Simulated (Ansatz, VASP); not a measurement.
# One calculation of Se, two programs

File INCAR:

```
SYSTEM = Se
  PREC = Accurate
  ENCUT = 520
  EDIFF = 1E-6
  ISMEAR = 0
  SIGMA = 0.15
  LREAL = .FALSE.
  LASPH = .TRUE.
  NELM = 60
  ALGO = Normal
  ISIF = 2
  LWAVE = .FALSE.
  LCHARG = .FALSE.
  GGA = CA
  NBANDS = 9
```

Contents of KPOINTS:

```
Automatic mesh
0
G
  16 16 16
  0 0 0
```

The input POSCAR:

```
Se
1.0
    2.7684045747      0.0000000000      0.0000000000
    0.0000000000      2.7684045747      0.0000000000
    0.0000000000      0.0000000000      2.7262461294
Se
1
Direct
    0.0000000000      0.0000000000      0.0000000000
```

Input for Ansatz:

```yaml
crystal:
  lattice:
    - [2.7684045747, 0.0, 0.0]
    - [0.0, 2.7684045747, 0.0]
    - [0.0, 0.0, 2.7262461294]
  atoms:
    - { symbol: Se, position: [0.0, 0.0, 0.0] }
basis:
  ecutwfc: 420
kpoints:
  mp_grid: { grid: [16, 16, 16] }
hamiltonian:
  xc: lda
scf:
  occupations: { method: gaussian, width: 0.15 }
output:
  forces: true
  stress: true
  eigenvalues: true
```

Change from the starting cell: strain -0.015 along x and y, -0.030 along z, atoms carried along.

Alike in both runs: task single point; functional LDA; k mesh 16 × 16 × 16; occupations gaussian, width 0.15 eV; no spin polarisation.

|  | VASP | Ansatz |
| --- | --- | --- |
| version | VASP 6.6.1 | Ansatz 0.2.0 |
| potentials or method | VASP PAW LDA potentials, release 64 (Se), cutoff 520 eV | scalar-relativistic, plane waves, PAW |
| valence electrons in the cell | 6 | 16 |

|  | VASP | Ansatz | Ansatz less VASP |
| --- | --- | --- | --- |
| gap on the k mesh at the Fermi level (eV) | none | none | - |
| pressure (GPa) | 1.6 | 1.4 | -0.20 |
| traceless stress, the component that is largest in VASP (GPa) | 1.02 | 1.00 | -0.023 |

LDA's correlation is that of Perdew and Zunger in VASP and of Perdew and Wang (1992) in Ansatz. A gap of «none» marks a metal or a gap that the smearing closes. VASP's potentials hold 6 valence electrons a cell and Ansatz's 16, so a difference there can come from the potentials and not from the codes.
